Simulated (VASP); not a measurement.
Set up this calculation in VASP 6.6.1, as the native input.

| Quantity | Value |
| --- | --- |
| Task | single point |
| Functional | PBE |
| Potentials or basis | VASP PAW PBE potentials, release 64 (Co, O) |
| Cutoff | 520 eV |
| k mesh | 13 × 13 × 13 |
| Occupations | fermi-dirac, width 0.05 eV |
| Spin | collinear spin, ferromagnetic start |
| Starting moments | [2.0, 0.0] μB |
| Dipole correction | no |
| Further INCAR settings | ALGO = Normal; EDIFF = 1e-07; NBANDS = 18 |

The structure of CoO (zincblende type) lies in POSCAR:

```
CoO
1.0
    0.0000000000      2.2681495258      2.2681495258
    2.2681495258      0.0000000000      2.2681495258
    2.2681495258      2.2681495258      0.0000000000
Co O
1 1
Direct
    0.0000000000      0.0000000000      0.0000000000
    0.2500000000      0.2500000000      0.2500000000
```

The input as run:

INCAR

```
SYSTEM = CoO
  PREC = Accurate
  ENCUT = 520
  EDIFF = 1E-7
  ISMEAR = -1
  SIGMA = 0.05
  LREAL = .FALSE.
  LASPH = .TRUE.
  NELM = 150
  ALGO = Normal
  ISIF = 2
  LWAVE = .FALSE.
  LCHARG = .FALSE.
  ISPIN = 2
  MAGMOM = 2 0
  LORBIT = 11
  LMAXMIX = 4
  GGA = PE
  NBANDS = 18
```

KPOINTS

```
Automatic mesh
0
G
  13 13 13
  0 0 0
```

Potentials or basis: VASP PAW PBE potentials, release 64 (Co, O).

Run with:

```sh
$ cat potpaw_PBE.64/Co/POTCAR potpaw_PBE.64/O/POTCAR > POTCAR
$ mpirun -np 1 vasp_std > vasp.out
```

Results of the run:

```json
{
 "Pressure": "-3.0 GPa",
 "Net moment": "2.81 μB per cell",
 "Site moments": "Co +2.42; O +0.30 μB",
 "Valence electrons inside the program's atomic spheres": "Co 7.96; O 4.98"
}
```

Caveat: a cell with one magnetic atom can't hold antiferromagnetic order, which such compounds often take.

Wall time 50 s on 1 thread of AMD EPYC 9R45 96-Core Processor (Zen 5) (shared host), peak memory 0.15 GiB.
